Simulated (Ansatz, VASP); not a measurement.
# One calculation of Mn, two programs

```
Mn
1.0
     3.02770    0.00000    0.00000
     0.00000    3.02770    0.00000
     0.00000    0.00000    3.02770
Mn
2
Direct
  0.00000 0.00000 0.00000
  0.50000 0.50000 0.50000
```

Alike in both runs: functional RPBE; k mesh 11 × 11 × 11; occupations fermi-dirac, width 0.05 eV; collinear spin.

Ansatz relaxed the structure, and its values are those at the end. VASP's run is a single point on that final structure, the one shown.

|  | VASP | Ansatz |
| --- | --- | --- |
| version | VASP 6.6.1 | Ansatz 0.2.0 |
| potentials or method | VASP PAW PBE potentials, release 64 (Mn_pv), cutoff 520 eV | plane waves (420 eV) with PAW, scalar-relativistic |
| valence electrons in the cell | 26 | 30 |

|  | VASP | Ansatz | Ansatz less VASP |
| --- | --- | --- | --- |
| pressure (GPa) | 0.3 | 0.0 | -0.31 |
| net moment per atom (μB) | 0.00 | 0.00 | 0.000 |
| size of the moment on the site where the two differ most (μB) | 3.19 | 3.15 | -0.046 |

VASP's potentials were made for PBE, not for RPBE. Site moments also hang on the region over which each program counts them. VASP's potentials hold 26 valence electrons a cell and Ansatz's 30, so a difference there can come from the potentials and not from the codes.
